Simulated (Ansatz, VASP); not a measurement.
**HC8 in VASP and in Ansatz**

```
C H
1.0
     4.93130    0.00000    0.00000
    -2.46565    4.27064    0.00000
     0.00000    0.00000   17.00003
C H
8 1
Direct
  0.33333 0.16667 0.23530
  0.33333 0.66667 0.23530
  0.83333 0.16667 0.23530
  0.83333 0.66667 0.23530
  0.16667 0.33333 0.23529
  0.16667 0.83333 0.23529
  0.66667 0.33333 0.23529
  0.66667 0.83333 0.23529
  0.33333 0.16667 0.30765
```

Alike in both runs: task single point; functional PBE; dispersion D3(BJ); k mesh 6 × 6 × 1; occupations gaussian, width 0.1 eV; collinear spin.

```csv
,VASP,Ansatz
version,VASP 6.6.1,Ansatz 0.2.0
potentials or method,"VASP PAW PBE potentials, release 64 (C, H), cutoff 520 eV","scalar-relativistic, plane waves, PAW"
valence electrons in the cell,33,33
```

```tsv
	VASP	Ansatz	Ansatz less VASP
gap on the k mesh at the Fermi level (eV)	none	none	-
rms of the force components (eV/Å)	1.287	1.289	+0.0020
net moment per atom (μB)	0.06	0.06	0.000
size of the moment on the site where the two differ most (μB)	0.08	0.06	-0.026
```

Site moments also hang on the region over which each program counts them. Atom by atom the forces differ by 0.006 eV/Å (rms over components). A gap of «none» marks a metal or a gap that the smearing closes. Ansatz's warnings: stability check not made.
